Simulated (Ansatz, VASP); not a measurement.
## MgB: VASP beside Ansatz

```
Mg B
1.0
     2.89515    0.00000    0.00000
     0.00000    2.89515    0.00000
     0.00000    0.00000    2.89515
Mg B
1 1
Cartesian
  0.0000 0.0000 0.0000
  1.4476 1.4476 1.4476
```

Alike in both runs: task relaxation of cell and atoms; functional PBEsol-based screened hybrid; k mesh 5 × 5 × 5; occupations fermi-dirac, width 0.05 eV; no spin polarisation.

|  | VASP | Ansatz |
| --- | --- | --- |
| version | VASP 6.6.1 | Ansatz 0.2.0 |
| potentials or method | VASP PAW PBE potentials, release 64 (Mg, B) | Ansatz PAW |
| plane-wave cutoff (eV) | 600 | 420 |
| valence electrons in the cell | 5 | 13 |

VASP gave:

| Item | Value |
| --- | --- |
| gap on the k mesh at the Fermi level, each at its own relaxed structure (eV) | none |
| relaxed volume (Å³/atom) | 11.85 |
| relaxed cell length with the largest relative difference (Å) | 2.873 |

Q: What did Ansatz give for the same quantities?

A: gap on the k mesh at the Fermi level, each at its own relaxed structure (eV): none; relaxed volume (Å³/atom): 11.87; relaxed cell length with the largest relative difference (Å): 2.874.

VASP's potentials were made for PBE, not for PBEsol-based screened hybrid. A gap of «none» marks a metal or a gap that the smearing closes. VASP's potentials hold 5 valence electrons a cell and Ansatz's 13, so a difference there can come from the potentials and not from the codes.

The k mesh is coarse, so the values compare programs but aren't converged. Noted on Ansatz's run: the plane-wave basis is chosen anew once the cell has moved, so the energies of steps on either side of that aren't comparable.
